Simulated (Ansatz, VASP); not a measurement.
# ZrNbSe3 in VASP and in Ansatz

INCAR

```
  ALGO = Normal
  EDIFF = 1E-7
  EDIFFG = -0.04
  ENCUT = 600
  GGA = PE
  IBRION = 2
  ISIF = 3
  ISMEAR = 0
  ISPIN = 2
  LASPH = T
  LCHARG = F
  LMAXMIX = 4
  LORBIT = 11
  LREAL = F
  LWAVE = F
  MAGMOM = -0.01 3.14 -0.13 -0.13 -0.13
  NELM = 150
  NSW = 90
  PREC = Accurate
  SIGMA = 0.1
```

Contents of KPOINTS:

```
k-points
0
Gamma
  4 4 4
```

The input POSCAR:

```
ZrNbSe3
1.0
    4.6319791800      0.0000000000      0.0000000000
    0.0000000000      4.6319791800      0.0000000000
    0.0000000000      0.0000000000      4.6319791800
Zr Nb Se
1 1 3
Direct
    0.5000000000      0.5000000000      0.5000000000
    0.0000000000      0.0000000000      0.0000000000
    0.5000000000      0.5000000000      0.0000000000
    0.0000000000      0.5000000000      0.5000000000
    0.5000000000      0.0000000000      0.5000000000
```

Input for Ansatz:

```yaml
crystal:
  lattice:
    - [4.63197918, 0.0, 0.0]
    - [0.0, 4.63197918, 0.0]
    - [0.0, 0.0, 4.63197918]
  atoms:
    - { symbol: Zr, position: [0.5, 0.5, 0.5] }
    - { symbol: Nb, position: [0.0, 0.0, 0.0] }
    - { symbol: Se, position: [0.5, 0.5, 0.0] }
    - { symbol: Se, position: [0.0, 0.5, 0.5] }
    - { symbol: Se, position: [0.5, 0.0, 0.5] }
basis:
  ecutwfc: 420
kpoints:
  mp_grid: { grid: [4, 4, 4] }
hamiltonian:
  xc: pbe
scf:
  occupations: { method: gaussian, width: 0.1 }
  lower_state_search: "off"
output:
  forces: true
  stress: true
  eigenvalues: true
  populations: true
magnetization:
  spin_polarized: true
relax:
  adjacent_minimum: "off"
  f_tol: 0.04
  max_steps: 70
  cell: { stress_tol: 0.4 }
```

Change from the starting cell: species swapped into the ZnAgF3 type (Pm-3m, No. 221).

Alike in both runs: task relaxation of cell and atoms; functional PBE; k mesh 4 × 4 × 4; occupations gaussian, width 0.1 eV; collinear spin.

|  | VASP | Ansatz |
| --- | --- | --- |
| version | VASP 6.6.1 | Ansatz 0.2.0 |
| potentials or method | VASP PAW PBE potentials, release 64 (Zr_sv, Nb_sv, Se), cutoff 600 eV | scalar-relativistic, plane waves, PAW |
| valence electrons in the cell | 43 | 73 |

Ansatz gave:

* gap on the k mesh at the Fermi level, each at its own relaxed structure (eV): none
* net moment per atom (μB): 0.55
* size of the moment on the site where the two differ most (μB): 2.85
* relaxed volume (Å³/atom): 27.12
* relaxed length of the cell vector where the two differ most in proportion (Å): 5.138

Which values does VASP return?

gap on the k mesh at the Fermi level, each at its own relaxed structure (eV): none; net moment per atom (μB): 0.55; size of the moment on the site where the two differ most (μB): 2.39; relaxed volume (Å³/atom): 27.31; relaxed length of the cell vector where the two differ most in proportion (Å): 5.149.

Site moments also hang on the region over which each program counts them. A gap of «none» marks a metal or a gap that the smearing closes. VASP's potentials hold 43 valence electrons a cell and Ansatz's 73, so a difference there can come from the potentials and not from the codes. Ansatz's warnings: no starting moments.

Noted on VASP's run: the volume moved by over 15 % at a fixed basis, so the end points are rough; too few bands were computed for a metal, which touches its energy and stress.
